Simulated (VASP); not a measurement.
Set up this calculation in VASP 6.6.1, as the native input.

```
Task                   : single point
Functional             : r2SCAN
Potentials or basis    : VASP PAW PBE potentials, release 64 (W_sv, C)
Cutoff                 : 520 eV
k mesh                 : 2 × 2 × 1
Occupations            : fermi-dirac, width 0.05 eV
Spin                   : no spin polarisation
Dipole correction      : no
Further INCAR settings : LREAL = Auto; ALGO = Normal; EDIFF = 1e-06; NBANDS = 133
```

W13C12, a slab with vacuum:

```
W C
1.0
     5.79680    0.00000    0.00000
    -2.89840    5.02018    0.00000
     0.00000    0.00000   19.07200
W C
13 12
Direct
  0.00000 0.00000 0.05243
  0.98827 0.00000 0.20124
  0.97364 0.98347 0.35244
  0.00000 0.50000 0.05243
  0.99881 0.48869 0.20224
  0.99234 0.48988 0.35171
  0.50000 0.00000 0.05243
  0.49845 0.98755 0.19837
  0.46905 0.99962 0.35588
  0.50000 0.50000 0.05243
  0.49160 0.49128 0.19853
  0.47957 0.49488 0.34332
  0.47622 0.48994 0.47521
  0.33333 0.16667 0.12659
  0.31938 0.15432 0.27476
  0.29657 0.15738 0.42467
  0.33333 0.66667 0.12659
  0.31854 0.65695 0.26882
  0.32530 0.66629 0.42096
  0.83333 0.16667 0.12659
  0.81508 0.15023 0.27142
  0.80286 0.17876 0.40920
  0.83333 0.66667 0.12659
  0.83035 0.66111 0.27199
  0.80072 0.65091 0.42163
```

One way to write it, as run:

POSCAR

```
W13C12
1.0
    5.7968000000      0.0000000000      0.0000000000
   -2.8984000000      5.0201760000      0.0000000000
    0.0000000000      0.0000000000     19.0720000000
W C
13 12
Direct
    0.0000000000      0.0000000000      0.0524328859
   -0.0117306100      0.0000000000      0.2012426594
   -0.0263628334     -0.0165332849      0.3524381292
    0.0000011952      0.5000023904      0.0524328859
   -0.0011879947      0.4886880460      0.2022441275
   -0.0076632738      0.4898832232      0.3517145554
    0.5000000000      0.0000000000      0.0524328859
    0.4984501117     -0.0124497627      0.1983693372
    0.4690524142     -0.0003784728      0.3558777265
    0.5000011952      0.5000023904      0.0524328859
    0.4916020884      0.4912775966      0.1985266359
    0.4795695946      0.4948830479      0.3433200503
    0.4762197659      0.4899429821      0.4752097315
    0.3333337317      0.1666674635      0.1265939597
    0.3193784948      0.1543172988      0.2747588087
    0.2965712899      0.1573849204      0.4246696728
    0.3333349269      0.6666698538      0.1265939597
    0.3185380228      0.6569490791      0.2688234060
    0.3252965324      0.6662913810      0.4209626678
    0.8333337317      0.1666674635      0.1265939597
    0.8150768663      0.1502337767      0.2714240772
    0.8028591875      0.1787586730      0.4092019715
    0.8333349269      0.6666698538      0.1265939597
    0.8303491291      0.6611122797      0.2719851091
    0.8007189307      0.6509134341      0.4216285654
```

INCAR.step1

```
PREC     = Accurate       # precision mode
ENCUT    = 520            # plane-wave cutoff, eV
ISMEAR   = -1             # smearing method
SIGMA    = 0.05           # smearing width, eV
LREAL    = Auto         
LASPH    = T              # aspherical terms in the spheres
NELM     = 80             # most SCF steps
NBANDS   = 133            # bands
GGA      = PE             # functional
ALGO     = Normal         # electronic algorithm
EDIFF    = 1E-4           # SCF threshold, eV
LWAVE    = T              # write WAVECAR
LCHARG   = F              # write CHGCAR
```

INCAR.step2

```
PREC     = Accurate       # precision mode
ENCUT    = 520            # plane-wave cutoff, eV
EDIFF    = 1E-6           # SCF threshold, eV
ISMEAR   = -1             # smearing method
SIGMA    = 0.05           # smearing width, eV
LREAL    = Auto         
LASPH    = T              # aspherical terms in the spheres
NELM     = 80             # most SCF steps
ALGO     = Normal         # electronic algorithm
ISIF     = 2              # what is computed and relaxed
LWAVE    = F              # write WAVECAR
LCHARG   = F              # write CHGCAR
METAGGA  = R2SCAN         # meta-GGA
LMIXTAU  = T            
NBANDS   = 133            # bands
ISTART   = 1
```

KPOINTS

```
regular mesh
0
Gamma
  2 2 1
```

Potentials or basis: VASP PAW PBE potentials, release 64 (W_sv, C).

Launch:

```console
$ cat potpaw_PBE.64/W_sv/POTCAR potpaw_PBE.64/C/POTCAR > POTCAR
$ cp INCAR.step1 INCAR
$ mpirun -np 1 vasp_std > vasp.out
$ cp INCAR.step2 INCAR
$ mpirun -np 1 vasp_std > vasp.out
```

It gave:

The largest force is 3.089 eV/Å and the band gap on the k mesh is zero (band 115 reaches 3.49 eV, above the bottom of band 116 at 3.23 eV).

Caveat: the k points lie up to 0.63 Å⁻¹ apart; the PAW data sets were made with another functional, which shifts forces and pressure a little; spin-orbit coupling is left out, which moves the levels of the heavy elements.

Wall time 41 min on 1 thread of AMD EPYC 7R13 Processor (Zen 3), with other jobs on the host, peak memory 0.84 GiB.
